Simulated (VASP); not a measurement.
Wanted: the native input for a VASP 6.6.1 run.

```
Task                   : relaxation of cell and atoms
Functional             : PBE
Potentials or basis    : VASP PAW PBE potentials, release 64 (Mg, Si, Se)
Cutoff                 : 600 eV
k mesh                 : 8 × 8 × 8
Occupations            : gaussian, width 0.1 eV
Spin                   : no spin polarisation
Dipole correction      : no
Further INCAR settings : ALGO = Normal; EDIFF = 1e-06; IBRION = 2; EDIFFG = -0.01; NSW = 100; ISIF = 3
```

The structure of MgSiSe3 lies in POSCAR:

```
MgSiSe3
1.0
    4.8615657222      0.0000000000      0.0000000000
    0.0000000000      4.8615657222      0.0000000000
    0.0000000000      0.0000000000      4.8615657222
Mg Si Se
1 1 3
Direct
    0.0000000000      0.0000000000      0.0000000000
    0.5000000000      0.5000000000      0.5000000000
    0.0000000000      0.5000000000      0.5000000000
    0.5000000000      0.0000000000      0.5000000000
    0.5000000000      0.5000000000      0.0000000000
```

These files were run (other wordings do the same):

INCAR

```
SYSTEM = MgSiSe3
PREC = Accurate ; ENCUT = 600
EDIFF = 1E-6 ; ISMEAR = 0
SIGMA = 0.1 ; LREAL = .False.
LASPH = .True. ; NELM = 100
ALGO = Normal ; ISIF = 3
LWAVE = .False. ; LCHARG = .False.
GGA = PE ; IBRION = 2
NSW = 100 ; EDIFFG = -0.01
```

KPOINTS

```
regular mesh
0
Gamma
  8 8 8
  0 0 0
```

Potentials or basis: VASP PAW PBE potentials, release 64 (Mg, Si, Se).

Run with:

```sh
$ cat potpaw_PBE.64/Mg/POTCAR potpaw_PBE.64/Si/POTCAR potpaw_PBE.64/Se/POTCAR > POTCAR
$ mpirun -np 1 vasp_std > vasp.out
```

Results of the run:

```
Pressure after relaxing : 0.0 GPa
Band gap on the k mesh  : zero (bands 12 and 13 overlap by 1.62 eV)
```

Caveat: the relaxation stopped at its first step, so nothing moved.

Wall time 97 s on 1 thread of Intel Xeon 8259CL (shared host), peak memory 0.29 GiB.
